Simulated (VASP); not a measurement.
A run of VASP 6.6.1 is set up as follows.

The input INCAR:

```
  PREC = Accurate
  ENCUT = 520
  EDIFF = 1E-6
  ISMEAR = -1
  SIGMA = 0.1
  LREAL = False
  LASPH = True
  NELM = 100
  ALGO = Normal
  ISIF = 2
  LWAVE = False
  LCHARG = False
  GGA = RP
  NBANDS = 30
```

Contents of KPOINTS:

```
Automatic mesh
0
Gamma
  11 11 3
```

The input POSCAR:

```
Sc
1.0
    3.3384166590      0.0000000000      0.0000000000
   -1.6692083295      2.8911536351      0.0000000000
    0.0000000000      0.0000000000     10.6678031627
Sc
4
Direct
    1.0000000000      1.0000000000      0.0000000000
    1.0000000000      1.0000000000      0.5000000000
    0.3333333333      0.6666666667      0.2500000000
    0.6666666667      0.3333333333      0.7500000000
```

Potentials or basis: VASP PAW PBE potentials, release 64 (Sc_sv).

Command:

```console
$ cat potpaw_PBE.64/Sc_sv/POTCAR > POTCAR
$ mpirun -np 1 vasp_std > vasp.out
```

**Question.** Estimate the pressure.

**Answer.** 0.0 GPa.

**Question.** What does it give for the band gap on the k mesh?

**Answer.** Zero (bands 22 and 23 overlap by 1.04 eV).

Caveat: the PAW data sets were made with another functional, which shifts forces and pressure a little.
